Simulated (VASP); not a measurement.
Runs of VASP 6.6.1 on TaN. The structure is that of space group P6_3mc (No. 186), or close to it. The cells are those of the table. 

```tsv
task	cell	cutoff (eV)	k mesh for the DOS	occupations for the DOS	gap on the mesh (eV)	pressure (GPa)	largest force (eV/Å)
electric field gradients	a = 3.050, b = 3.050, c = 5.039 Å, angles 90.0, 90.0, 120.0°, 4 atoms	520	-	-	none	127.5	3.33
electric field gradients	a = 3.050, b = 3.050, c = 5.088 Å, angles 90.0, 90.0, 120.0°, 4 atoms	520	-	-	none	121.5	(a)
single point	a = 3.040, b = 3.040, c = 4.923 Å, angles 90.0, 90.0, 120.0°, 4 atoms	520	-	-	none	148.0	(c)
electric field gradients	a = 3.060, b = 3.060, c = 4.956 Å, angles 90.0, 90.0, 120.0°, 4 atoms	520	-	-	none	133.1	2.33
single point	a = 3.050, b = 3.050, c = 5.039 Å, angles 90.0, 90.0, 120.0°, 4 atoms	600	-	-	none	127.4	3.33
electric field gradients	a = 3.110, b = 3.110, c = 5.037 Å, angles 90.0, 90.0, 120.0°, 4 atoms	520	-	-	none	(b)	2.19
electric field gradients	a = 2.989, b = 2.989, c = 4.940 Å, angles 90.0, 90.0, 120.0°, 4 atoms	520	-	-	none	173.8	3.62
```

Alike in all rows: level PBE; potentials or basis VASP PAW PBE potentials, release 64 (Ta_pv, N); no spin polarisation; k mesh 9 × 9 × 5; smearing fermi-dirac 0.01 eV.

**Question.** Fill in the values left out.

**Answer.** (a) 3.67; (b) 101.0; (c) 2.39.

Caveats: spin-orbit coupling is left out, which moves the levels of the heavy elements; forces of over 1 eV/Å act on the atoms, so gaps and moduli don't describe the material at rest.

A k mesh can miss the band edges, and the runs leave out spin-orbit coupling on Ta.

A gap of «none» marks levels without a gap at the run's occupations.
